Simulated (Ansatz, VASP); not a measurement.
Au in VASP and in Ansatz

INCAR

```
SYSTEM = Au
  ALGO = Fast
  EDIFF = 1E-6
  ENCUT = 520
  GGA = PS
  ISIF = 2
  ISMEAR = 0
  LASPH = .TRUE.
  LCHARG = .FALSE.
  LREAL = .FALSE.
  LWAVE = .FALSE.
  NBANDS = 12
  NELM = 100
  PREC = Accurate
  SIGMA = 0.15
```

KPOINTS

```
k-points
0
G
  20 20 20
  0 0 0
```

POSCAR

```
Au
1.0
    0.0000000000      1.9943625000      1.9943625000
    1.9943625000      0.0000000000      1.9943625000
    1.9943625000      1.9943625000      0.0000000000
Au
1
Direct
    0.0000000000      0.0000000000      0.0000000000
```

Input for Ansatz:

```yaml
crystal:
  lattice:
    - [0.0, 1.9943625, 1.9943625]
    - [1.9943625, 0.0, 1.9943625]
    - [1.9943625, 1.9943625, 0.0]
  atoms:
    - { symbol: Au, position: [0.0, 0.0, 0.0] }
basis:
  ecutwfc: 420
kpoints:
  mp_grid: { grid: [20, 20, 20] }
hamiltonian:
  xc: pbesol
scf:
  occupations: { method: gaussian, width: 0.15 }
output:
  forces: true
  stress: true
  eigenvalues: true
```

Change from the starting cell: strain -0.025 along x and y, -0.025 along z, atoms carried along.

Alike in both runs: task single point; functional PBEsol; k mesh 20 × 20 × 20; occupations gaussian, width 0.15 eV; no spin polarisation.

```csv
,VASP,Ansatz
version,VASP 6.6.1,Ansatz 0.2.0
potentials or method,"VASP PAW PBE potentials, release 64 (Au), cutoff 520 eV","scalar-relativistic, plane waves, PAW"
valence electrons in the cell,11,19
```

|  | VASP | Ansatz | Ansatz less VASP |
| --- | --- | --- | --- |
| gap on the k mesh at the Fermi level (eV) | none | none | - |
| pressure (GPa) | 14.7 | 15.0 | +0.28 |

VASP's potentials were made for PBE, not for PBEsol. A gap of «none» marks a metal or a gap that the smearing closes. The functional is the same, so the differences come from potentials, cutoffs and numerics. VASP's potentials hold 11 valence electrons a cell and Ansatz's 19, so a difference there can come from the potentials and not from the codes.

Spin-orbit coupling is off throughout.
